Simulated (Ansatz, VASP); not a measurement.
InF: VASP beside Ansatz

```xyz
4
Lattice="3.6443 0.0000 0.0000 -1.8221 3.1560 0.0000 0.0000 0.0000 8.9051" Properties=species:S:1:pos:R:3 pbc="T T T"
In    0.0000    2.1040    0.0784
In    1.8221    1.0520    4.5310
F     0.0000    2.1040    3.2699
F     1.8221    1.0520    7.7224
```

Alike in both runs: task single point; functional PBE; k mesh 14 × 14 × 8; occupations fermi-dirac, width 0.05 eV; no spin polarisation.

```csv
,VASP,Ansatz
version,VASP 6.6.1,Ansatz 0.2.0
potentials or method,"VASP PAW PBE potentials, release 64 (In_d, F), cutoff 520 eV","all-electron LAPW, scalar-relativistic"
```

|  | VASP | Ansatz | Ansatz less VASP |
| --- | --- | --- | --- |
| pressure (GPa) | -0.1 | 0.0 | +0.08 |
| rms of the force components (eV/Å) | 0.010 | 0.000 | -0.0099 |

Atom by atom the forces differ by 0.010 eV/Å (rms over components). Ansatz ran all-electron here, and VASP with PAW potentials.
